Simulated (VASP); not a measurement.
Set up this calculation in VASP 6.6.1, as the native input.

```
Task                   : relaxation of cell and atoms
Functional             : PBEsol
Potentials or basis    : VASP PAW PBE potentials, release 64 (Ti_sv, B)
Cutoff                 : 500 eV
k mesh                 : 10 × 10 × 10
Occupations            : fermi-dirac, width 0.05 eV
Spin                   : no spin polarisation
Dipole correction      : no
Further INCAR settings : ALGO = Normal; EDIFF = 1e-07; IBRION = 2; EDIFFG = -0.01; NSW = 80; ISIF = 3
```

The structure of TiB lies in POSCAR:

```
TiB
1.0
    2.4200000000      0.0000000000      0.0000000000
    0.0000000000      2.4200000000      0.0000000000
    0.0000000000      0.0000000000      2.4200000000
Ti B
1 1
Direct
    0.0000000000      0.0000000000      0.0000000000
    0.5000000000      0.5000000000      0.5000000000
```

One way to write it, as run:

INCAR

```
SYSTEM = TiB
PREC = Accurate ; ENCUT = 500
EDIFF = 1E-7 ; ISMEAR = -1
SIGMA = 0.05 ; LREAL = .False.
LASPH = .True. ; NELM = 120
ALGO = Normal ; ISIF = 3
LWAVE = .False. ; LCHARG = .False.
GGA = PS ; IBRION = 2
NSW = 80 ; EDIFFG = -0.01
GGA_COMPAT = .False. ; NELMIN = 4
```

KPOINTS

```
Automatic mesh
0
Gamma
  10 10 10
  0 0 0
```

Potentials or basis: VASP PAW PBE potentials, release 64 (Ti_sv, B).

The run is started by

```bash
$ cat potpaw_PBE.64/Ti_sv/POTCAR potpaw_PBE.64/B/POTCAR > POTCAR
$ mpirun -np 1 vasp_std > vasp.out
```

Results of the run:

| Item | Value |
| --- | --- |
| Relaxed volume | 10.51 Å³/atom |
| Relaxed cell | a = 2.760 Å, b = 2.760 Å, c = 2.760 Å, α = 90.00°, β = 90.00°, γ = 90.00° |
| Space group after relaxing (to 0.1 Å) | Pm-3m (No. 221) |
| Energy gained by relaxing | 1240.5 meV/atom |
| Ionic steps | 5 |
| Pressure after relaxing | 0.0 GPa |
| Band gap on the k mesh | zero (an odd number of electrons rules out a gap without spin polarisation) |

Caveat: the volume moved by over 15 % at a fixed basis, so the end points are rough; the PAW data sets were made with another functional, which shifts forces and pressure a little.

Wall time 83 s on 1 thread of Intel Xeon 8259CL, with other jobs on the host, peak memory 0.13 GiB.
